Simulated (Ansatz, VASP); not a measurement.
## Two plane-wave programs on MgF2

```
Mg F
1.0
     3.85479    0.00000    0.00000
     0.00000    3.85479    0.00000
     0.00000    0.00000    2.60880
Mg F
2 4
Cartesian
  0.0000 0.0000 0.0000
  1.9274 1.9274 1.3044
  1.1584 1.1584 0.0000
  2.6964 2.6964 0.0000
  3.0858 0.7690 1.3044
  0.7690 3.0858 1.3044
```

Change from the starting cell: volume scaled by 0.62, PAW files, partial_waves polarizable.

Alike in both runs: task single point; functional LDA; k mesh 7 × 7 × 10; occupations fermi-dirac, width 0.1 eV; no spin polarisation.

```csv
,VASP,Ansatz
version,VASP 6.6.1,Ansatz 0.2.0
potentials or method,"VASP PAW LDA potentials, release 64 (Mg, F)","PAW with Ansatz's default frozen-core files, scalar-relativistic"
plane-wave cutoff (eV),600,420
valence electrons in the cell,32,48
```

Ansatz gave:

```
gap on the k mesh at the Fermi level (eV)                     : 11.11
pressure (GPa)                                                : 152.3
traceless stress, the component that is largest in VASP (GPa) : 0.03
rms of the force components (eV/Å)                            : 0.000
```

What did VASP give for the same quantities?

gap on the k mesh at the Fermi level (eV): 11.07; pressure (GPa): 156.4; traceless stress, the component that is largest in VASP (GPa): -0.61; rms of the force components (eV/Å): 0.045.

LDA's correlation is that of Perdew and Zunger in VASP and of Perdew and Wang (1992) in Ansatz. Atom by atom the forces differ by 0.045 eV/Å (rms over components). Both programs put the cell under a high pressure, so it lies far from rest at this level. VASP's potentials hold 32 valence electrons a cell and Ansatz's 48, so a difference there can come from the potentials and not from the codes.

Noted on VASP's run: the cell as given lies far from equilibrium.
